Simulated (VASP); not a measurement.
# As: single point with LDA

The system is As.

```xyz
2
Lattice="0.0000 2.9833 2.9833 2.9833 0.0000 2.9833 2.9833 2.9833 0.0000" Properties=species:S:1:pos:R:3 pbc="T T T"
As    0.7458    0.7458    0.7458
As    5.2208    5.2208    5.2208
```

```json
{
 "Program": "VASP 6.6.1",
 "Task": "single point",
 "Functional": "LDA",
 "Potentials or basis": "VASP PAW LDA potentials, release 64 (As)",
 "Cutoff": "520 eV",
 "k mesh": "15 × 15 × 15",
 "Occupations": "fermi-dirac, width 0.1 eV",
 "Spin": "no spin polarisation"
}
```

```yaml
Pressure: 0.2 GPa
Band_gap_on_the_k_mesh: zero (band 5 reaches 4.24 eV, above the bottom of band 6 at 2.78 eV)
```

Levels at points of the mesh, in eV from the Fermi level:
```
           k point  band 3  band 4  band 5  band 6  band 7  band 8
(0.00, 0.00, 0.00)   -2.22   -2.22   -2.22    0.58    0.58    0.58
```

Run time: 19 s on 1 thread of Intel(R) Xeon(R) 6975P-C (Granite Rapids) (shared host), peak memory 0.19 GiB.
